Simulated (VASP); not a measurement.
Runs of VASP 6.6.1 on Ga. The structure is that of space group P6/mmm (No. 191), or close to it. The cells are those of the table. 

| cell | k mesh | gap on the mesh (eV) | pressure (GPa) |
| --- | --- | --- | --- |
| a = 4.602, b = 4.602, c = 2.995 Å, angles 90.0, 90.0, 120.0°, 3 atoms | 9 × 9 × 12 | none | 0.0 |
| a = 4.410, b = 4.410, c = 2.870 Å, angles 90.0, 90.0, 120.0°, 3 atoms | 9 × 9 × 12 | none | 10.0 |
| a = 4.476, b = 4.476, c = 2.913 Å, angles 90.0, 90.0, 120.0°, 3 atoms | 9 × 9 × 12 | none | 5.9 |
| a = 4.602, b = 4.602, c = 2.995 Å, angles 90.0, 90.0, 120.0°, 3 atoms | 8 × 8 × 11 | none | 0.0 |
| a = 4.663, b = 4.663, c = 3.034 Å, angles 90.0, 90.0, 120.0°, 3 atoms | 9 × 9 × 12 | none | (a) |
| a = 4.540, b = 4.540, c = 2.955 Å, angles 90.0, 90.0, 120.0°, 3 atoms | 9 × 9 × 12 | none | 2.6 |

Alike in all rows: task single point; level r2SCAN; potentials or basis VASP PAW PBE potentials, release 64 (Ga_d); no spin polarisation; cutoff (eV) 520; smearing fermi-dirac 0.1 eV.

Q: Estimate the missing entries.

A: (a) -1.8.

Caveats: the PAW data sets were made with another functional, which shifts forces and pressure a little.

A k mesh can miss the band edges, and the runs leave out spin-orbit coupling on Ga.

A gap of «none» marks levels without a gap at the run's occupations.
